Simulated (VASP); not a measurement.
# SiNi3 (P4/mmm) in VASP: further runs

The runs below take SiNi3 through single point, with PBEsol.

All numbers are computed with VASP 6.6.1; they aren't measurements. Logs are shortened: lines on timing, memory, paths and dates and some standing lists are left out, and cuts for length are marked.

**1. The cell of the first run**

Symmetry: P4/mmm, No. 123, tetragonal system. The conventional cell has a = 3.461 Å, b = 3.461 Å, c = 3.721 Å, α = 90.00°, β = 90.00°, γ = 90.00°. Within 3.2 Å of Si (site symmetry 4/mmm) lie 12 Ni at 2.45 to 2.54 Å. Within 3.2 Å of Ni (site symmetry mmm) lie 8 Ni at 2.45 to 2.54 Å and 4 Si at 2.54 Å. Within 3.2 Å of Ni (site symmetry 4/mmm) lie 4 Si at 2.45 Å and 8 Ni at 2.54 Å.

**2. Single point, PBEsol (strain +0.0750 x Voigt [0, 1, 0, 0, 0, 0])**

Input file INCAR:

```
SYSTEM = SiNi3
PREC     = Accurate       ! precision mode
ENCUT    = 520            ! plane-wave cutoff, eV
EDIFF    = 1E-6           ! SCF threshold, eV
ISMEAR   = 0              ! smearing method
SIGMA    = 0.15           ! smearing width, eV
LREAL    = .FALSE.        ! projectors in reciprocal space
LASPH    = .TRUE.         ! aspherical terms in the spheres
NELM     = 80             ! most SCF steps
ALGO     = Fast           ! electronic algorithm
ISIF     = 2              ! what is computed and relaxed
LWAVE    = .FALSE.        ! write WAVECAR
LCHARG   = .TRUE.         ! write CHGCAR
GGA      = PS             ! functional
LELF     = .TRUE.         ! ELF
LVHAR    = .TRUE.       
NBANDS   = 25             ! bands
```

Input file KPOINTS:

```
regular mesh
0
G
  14 14 14
  0 0 0
```

Input file POSCAR:

```
SiNi3
1.0
    3.4612457436      0.0000000000      0.0000000000
    0.0000000000      3.7208391744      0.0000000000
    0.0000000000      0.0000000000      3.4612457436
Si Ni
1 3
Direct
    0.0000000000      0.0000000000      0.0000000000
    0.0000000000      0.5000000000      0.5000000000
    0.5000000000      0.0000000000      0.5000000000
    0.5000000000      0.5000000000      0.0000000000
```

Potentials or basis: VASP PAW PBE potentials, release 64 (Si, Ni).

The run is started by

```console
$ cat potpaw_PBE.64/Si/POTCAR potpaw_PBE.64/Ni/POTCAR > POTCAR
$ mpirun -np 1 vasp_std > vasp.out
```

OUTCAR:

```text
SYSTEM = SiNi3
   PREC = Accurate
   ENCUT = 520
   EDIFF = 1E-6
   ISMEAR = 0
   LREAL = .FALSE.
   LASPH = .TRUE.
   NELM = 80
   ISIF = 2
   GGA = PS

 ion  position               nearest neighbor table
   1  0.000  0.000  0.000-   3 2.45   3 2.45   3 2.45   3 2.45   2 2.54   2 2.54   4 2.54   2 2.54
                             4 2.54   4 2.54   2 2.54   4 2.54
   2  0.000  0.500  0.500-   4 2.45   4 2.45   4 2.45   4 2.45   3 2.54   1 2.54   3 2.54   1 2.54
                             3 2.54   1 2.54   1 2.54   3 2.54
   3  0.500  0.000  0.500-   1 2.45   1 2.45   1 2.45   1 2.45   4 2.54   2 2.54   4 2.54   4 2.54
                             4 2.54   2 2.54   2 2.54   2 2.54
   4  0.500  0.500  0.000-   2 2.45   2 2.45   2 2.45   2 2.45   3 2.54   1 2.54   3 2.54   3 2.54
                             1 2.54   3 2.54   1 2.54   1 2.54

  LATTYP: Found a simple tetragonal cell.
 ALAT       =     3.4612457436
 C/A-ratio  =     1.0750000000

  Lattice vectors:

 A1 = (  -3.4612457436,   0.0000000000,   0.0000000000)
 A2 = (   0.0000000000,   0.0000000000,   3.4612457436)
 A3 = (   0.0000000000,   3.7208391744,   0.0000000000)

Analysis of symmetry for initial positions (statically):
=====================================================================
 Subroutine PRICEL returns:
 Original cell was already a primitive cell.

 Routine SETGRP: Setting up the symmetry group for a
 simple tetragonal supercell.

 Subroutine GETGRP returns: Found 16 space group operations
 (whereof 16 operations were pure point group operations)
 out of a pool of 16 trial point group operations.

The static configuration has the point symmetry D_4h.

Analysis of symmetry for dynamics (positions and initial velocities):
=====================================================================
 Subroutine PRICEL returns:
 Original cell was already a primitive cell.

 Routine SETGRP: Setting up the symmetry group for a
 simple tetragonal supercell.

 Subroutine GETGRP returns: Found 16 space group operations
 (whereof 16 operations were pure point group operations)
 out of a pool of 16 trial point group operations.

The dynamic configuration has the point symmetry D_4h.

 Subroutine INISYM returns: Found 16 space group operations
 (whereof 16 operations are pure point group operations),
 and found     1 'primitive' translations

----------------------------------------------------------------------------------------

                                     Primitive cell

  volume of cell :      44.5765

  direct lattice vectors                    reciprocal lattice vectors
     3.461245744  0.000000000  0.000000000     0.288913320  0.000000000  0.000000000
     0.000000000  3.720839174  0.000000000     0.000000000  0.268756577  0.000000000
     0.000000000  0.000000000  3.461245744     0.000000000  0.000000000  0.288913320

  length of vectors
     3.461245744  3.720839174  3.461245744     0.288913320  0.268756577  0.288913320

  position of ions in fractional coordinates (direct lattice)
     0.000000000  0.000000000  0.000000000
     0.000000000  0.500000000  0.500000000
     0.500000000  0.000000000  0.500000000
     0.500000000  0.500000000  0.000000000

  ion indices of the primitive-cell ions
   primitive index   ion index
                 1           1
                 2           2
                 3           3
                 4           4

----------------------------------------------------------------------------------------

 KPOINTS: regular mesh

Automatic generation of k-mesh.
 Grid dimensions read from file:
 generate k-points for:   14   14   14

 Generating k-lattice:

  Cartesian coordinates                     Fractional coordinates (reciprocal lattice)
     0.020636666  0.000000000  0.000000000     0.071428571  0.000000000  0.000000000
     0.000000000  0.019196898  0.000000000     0.000000000  0.071428571  0.000000000
     0.000000000  0.000000000  0.020636666     0.000000000  0.000000000  0.071428571

  Length of vectors
     0.020636666  0.019196898  0.020636666

  Shift w.r.t. Gamma in fractional coordinates (k-lattice)
     0.000000000  0.000000000  0.000000000

 Subroutine IBZKPT returns following result:
 ===========================================

 Found    288 irreducible k-points:

 Following reciprocal coordinates:
            Coordinates               Weight
  0.000000  0.000000  0.000000      1.000000
  0.071429  0.000000  0.000000      4.000000
  0.142857  0.000000  0.000000      4.000000
  0.214286  0.000000  0.000000      4.000000
  0.285714  0.000000  0.000000      4.000000
  0.357143  0.000000  0.000000      4.000000
[... 16 lines left out ...]
  0.428571  0.142857  0.000000      8.000000
  0.500000  0.142857  0.000000      4.000000
 [... further k-points ...]
   k-points           NKPTS =    288   k-points in BZ     NKDIM =    288   number of bands    NBANDS=     25
   number of dos      NEDOS =    301   number of ions     NIONS =      4
   total plane-waves  NPLWV =  21952
   dimension x,y,z NGX =    28 NGY =   28 NGZ =   28
   dimension x,y,z NGXF=    56 NGYF=   56 NGZF=   56
   ions per type =               1   3
   NGX,Y,Z   is equivalent  to a cutoff of  13.45, 12.51, 13.45 a.u.
   NGXF,Y,Z  is equivalent  to a cutoff of  26.90, 25.02, 26.90 a.u.
 SYSTEM =  SiNi3
   PREC   = accura    normal or accurate (medium, high low for compatibility)
   ISTART =      0    job   : 0-new  1-cont  2-samecut
   ICHARG =      2    charge: 1-file 2-atom 10-const
   ISPIN  =      1    spin polarized calculation?
   LNONCOLLINEAR =      F non collinear calculations
   LSORBIT =      F    spin-orbit coupling
   LASPH  =      T    aspherical Exc in radial PAW
   ENCUT  =  520.0 eV  38.22 Ry    6.18 a.u.   6.44  6.92  6.44*2*pi/ulx,y,z
   NELM   =     80;   NELMIN=  2; NELMDL= -5     # of ELM steps
   EDIFF  = 0.1E-05   stopping-criterion for ELM
   LREAL  =      F    real-space projection
   EDIFFG = 0.1E-04   stopping-criterion for IOM
   NSW    =      0    number of steps for IOM
   IBRION =     -1    ionic relax: 0-MD 1-quasi-New 2-CG
   NFREE  =      0    steps in history (QN), initial steepest desc. (CG)
   ISIF   =      2    stress and relaxation
   ISYM   =      2    0-nonsym 1-usesym 2-fastsym
   POTIM  = 0.5000    time-step for ionic-motion
   TEBEG  =    0.0;   TEEND  =   0.0 temperature during run
   PSTRESS=    0.0 pullay stress
   NELECT =      34.0000    total number of electrons
   NUPDOWN=      -1.0000    fix difference up-down
   EMIN   =  10.00;   EMAX   =-10.00  energy-range for DOS
   EFERMI =   0.00;   METHOD = LEGACY
   ISMEAR =     0;   SIGMA  =   0.15  broadening in eV -4-tet -1-fermi 0-gaus
   EFERMI_NEDOS =   21; number of points for ismear=-14 and -15
   IALGO  =     68    algorithm
   IMIX   =      4    mixing-type and parameters
     AMIX     =   0.40;   BMIX     =  1.00
     AMIX_MAG =   1.60;   BMIX_MAG =  1.00
  volume/ion in A,a.u.               =      11.14        75.20
  Fermi-wavevector in a.u.,A,eV,Ry     =   1.495774  2.826602 30.440843  2.237339
  Thomas-Fermi vector in A             =   2.607875
   LORBIT       =      0    0 simple, 1 ext, 2 COOP (PROOUT), +10 PAW based schemes
   GGA     = PS    functional components
   LHFCALC =     F    Hartree Fock is set to
   AEXX    =    0.0000 exact exchange contribution
   IVDW    =     0    specifies the selected vdW correction
   LEPSILON=     F    determine dielectric tensor
   LRPA    =     F    only Hartree local field effects (RPA)
 non-spin polarized calculation
 RMM-DIIS sequential band-by-band and
 Gauss-broadening in eV      SIGMA  =   0.15
  energy-cutoff  :      520.00
  volume of cell :       44.58
 maximum number of plane-waves:      1226
 NGX is ok and might be reduce to    28
   NGX = 13   NGY = 13   NGZ = 13

 number of electron      33.9999944 magnetization

 Free energy of the ion-electron system (eV)
  ---------------------------------------------------
  ext. energy  EPLUGINS =         0.00000000
  ---------------------------------------------------
  free energy    TOTEN  =       -26.07782252 eV

  energy without entropy =      -26.05883360  energy(sigma->0) =      -26.06832806

 E-fermi :  10.0422     XC(G=0): -13.0542

 val. band max:       10.0351235340   @ k =   0.0714   0.0714   0.0000
 cond. band min:      10.0444078899   @ k =   0.3571   0.4286   0.3571
 fundamental gap:      0.0092843559
 Fermi energy:        10.0422281075

 k-point     1 :       0.0000    0.0000    0.0000
  band No.  band energies     occupation
      1      -1.6605      2.00000
      2       5.3191      2.00000
      3       6.1004      2.00000
      4       6.1858      2.00000
      5       6.6438      2.00000
      6       6.6438      2.00000
[... 17 lines left out ...]
     24      20.3756      0.00000
     25      20.3756      0.00000

 k-point     2 :       0.0714    0.0000    0.0000
  band No.  band energies     occupation
      1      -1.5988      2.00000
      2       5.3438      2.00000
      3       6.0696      2.00000
      4       6.1789      2.00000
      5       6.6205      2.00000
      6       6.6622      2.00000
[... 17 lines left out ...]
     24      20.1803      0.00000
     25      20.3459      0.00000

 k-point     3 :       0.1429    0.0000    0.0000
  band No.  band energies     occupation
      1      -1.4152      2.00000
      2       5.3665      2.00000
      3       5.8556      2.00000
      4       6.2952      2.00000
      5       6.5526      2.00000
      6       6.6697      2.00000
[... 552 lines left out ...]
 k-point    23 :       0.4286    0.1429    0.0000
  band No.  band energies     occupation
      1       0.4197      2.00000
      2       3.0305      2.00000
      3       5.8101      2.00000
      4       6.3898      2.00000
      5       6.4612      2.00000
      6       7.1692      2.00000
[... 17 lines left out ...]
     24      18.5979      0.00000
     25      21.4047      0.00000

 k-point    24 :       0.5000    0.1429    0.0000
  band No.  band energies     occupation
      1       0.6546      2.00000
      2       2.7218      2.00000
      3       5.8232      2.00000
      4       6.4263      2.00000
      5       6.4476      2.00000
      6       7.1827      2.00000
[... 17 lines left out ...]
     24      18.4710      0.00000
     25      21.6881      0.00000

 [... further k-points ...]

------------------------ aborting loop because EDIFF is reached ----------------------------------------

  FORCE on cell =-STRESS in cart. coord.  units (eV):
  Direction    XX          YY          ZZ          XY          YZ          ZX
  --------------------------------------------------------------------------------------
  -------------------------------------------------------------------------------------
  Total       -2.8269471     -6.1174011     -2.8269471      0.0000000      0.0000000      0.0000000
  in kB     -101.6067346   -219.8729347   -101.6067346      0.0000000      0.0000000      0.0000000
  external PRESSURE =    -141.0288013 kB  Pullay stress =       0.0000000 kB

 VOLUME and BASIS-vectors are now :
 -----------------------------------------------------------------------------
  energy-cutoff  :      520.00
  volume of cell :       44.58
      direct lattice vectors                 reciprocal lattice vectors
     3.461245744  0.000000000  0.000000000     0.288913320  0.000000000  0.000000000
     0.000000000  3.720839174  0.000000000     0.000000000  0.268756577  0.000000000
     0.000000000  0.000000000  3.461245744     0.000000000  0.000000000  0.288913320

 POSITION                                       TOTAL-FORCE (eV/Angst)
 -----------------------------------------------------------------------------------
      0.00000      0.00000      0.00000         0.000000      0.000000      0.000000
      0.00000      1.86042      1.73062         0.000000      0.000000      0.000000
      1.73062      0.00000      1.73062         0.000000      0.000000      0.000000
      1.73062      1.86042      0.00000         0.000000      0.000000      0.000000
 -----------------------------------------------------------------------------------
    total drift:                                0.000000      0.000000      0.000000

  FREE ENERGIE OF THE ION-ELECTRON SYSTEM (eV)
  ---------------------------------------------------
  free  energy   TOTEN  =       -26.0778225183 eV

  energy  without entropy=      -26.0588335993  energy(sigma->0) =      -26.06832806
```

Wall time 7 min (1 thread of Intel Xeon 8259CL, shared host); peak memory 0.37 GiB.

What came out:

* Free energy: -26.0778 eV
* Pressure: -14.1 GPa
* Band gap on the k mesh: zero (bands 17 and 18 overlap by 0.42 eV)

Levels at points of the mesh, in eV from the Fermi level:
| k point | band 15 | band 16 | band 17 | band 18 | band 19 | band 20 |
| --- | --- | --- | --- | --- | --- | --- |
| (0.00, 0.00, 0.00) | -0.42 | -0.30 | -0.11 | -0.11 | 0.21 | 4.22 |
| (0.50, 0.00, 0.00) | -1.10 | -0.66 | -0.11 | 3.17 | 4.01 | 4.39 |
| (0.00, 0.50, 0.00) | -1.11 | -0.36 | 0.21 | 3.28 | 3.28 | 5.30 |
| (0.50, 0.50, 0.00) | -1.16 | -1.01 | -1.00 | 0.51 | 0.52 | 5.58 |
| (0.50, 0.00, 0.50) | -1.00 | -0.93 | -0.80 | 0.73 | 0.73 | 5.07 |
| (0.50, 0.50, 0.50) | -1.00 | -0.38 | -0.31 | -0.19 | -0.19 | 1.07 |

Caveat: the cell differs from its parent crystal (strain +0.0750 x Voigt [0, 1, 0, 0, 0, 0]); the cell stands under tension; the PAW data sets were made with another functional, which shifts forces and pressure a little. Spin polarisation is off, so any magnetic state and its effect on volume and gap are missing.

**3. Single point, PBEsol (strain +0.0875 x Voigt [0, 1, 0, 0, 0, 0])**

Input file INCAR:

```
SYSTEM = SiNi3
ALGO = Fast
EDIFF = 1E-7
ENCUT = 520
GGA = PS
ISIF = 2
ISMEAR = 0
LASPH = .TRUE.
LCHARG = .FALSE.
LREAL = .FALSE.
LWAVE = .FALSE.
NBANDS = 25
NELM = 100
PREC = Accurate
SIGMA = 0.15
```

Input file KPOINTS:

```
k-points
0
G
  14 14 14
  0 0 0
```

POSCAR: that of step 2 with these lines changed.

```diff
@@ -3,3 +3,3 @@
     3.4612457436      0.0000000000      0.0000000000
-    0.0000000000      3.7208391744      0.0000000000
+    0.0000000000      3.7641047462      0.0000000000
     0.0000000000      0.0000000000      3.4612457436
```

Potentials or basis: VASP PAW PBE potentials, release 64 (Si, Ni).

The run is started by

```console
$ cat potpaw_PBE.64/Si/POTCAR potpaw_PBE.64/Ni/POTCAR > POTCAR
$ mpirun -np 1 vasp_std > vasp.out
```

Run time: 7.8 min. Hardware: 1 thread of Intel Xeon 8259CL, shared host; peak memory 0.37 GiB.

The run converged. Its results:

```yaml
Free_energy: -26.0026 eV
Pressure: -15.6 GPa
Band_gap_on_the_k_mesh: zero (bands 17 and 18 overlap by 0.44 eV)
```

Stress tensor (GPa, compression positive):
```
-11.11   0.00   0.00
  0.00 -24.63   0.00
  0.00   0.00 -11.11
```

Levels at points of the mesh, in eV from the Fermi level:
```
           k point  band 13  band 14  band 15  band 16  band 17  band 18  band 19  band 20  band 21  band 22
(0.00, 0.00, 0.00)    -0.41    -0.34    -0.34    -0.29    -0.14    -0.14     0.24     4.04     5.96     6.58
(0.50, 0.00, 0.00)    -1.29    -1.10    -1.08    -0.67    -0.14     3.09     4.05     4.20     4.32     5.65
(0.00, 0.50, 0.00)    -1.09    -1.06    -1.06    -0.33     0.24     3.21     3.21     5.28     5.47     5.47
(0.50, 0.50, 0.00)    -1.29    -1.21    -1.15    -1.01    -0.99     0.48     0.49     5.54     6.42     7.55
(0.50, 0.00, 0.50)    -1.21    -1.21    -0.99    -0.89    -0.77     0.73     0.73     4.95     5.47     6.87
(0.50, 0.50, 0.50)    -1.26    -1.26    -0.96    -0.36    -0.31    -0.19    -0.19     1.02     3.47     3.98
```

Caveat: the cell differs from its parent crystal (strain +0.0875 x Voigt [0, 1, 0, 0, 0, 0]); the cell stands under tension; the PAW data sets were made with another functional, which shifts forces and pressure a little. Spin polarisation is off, so any magnetic state and its effect on volume and gap are missing.

(Part 1 of 2 ends here.)
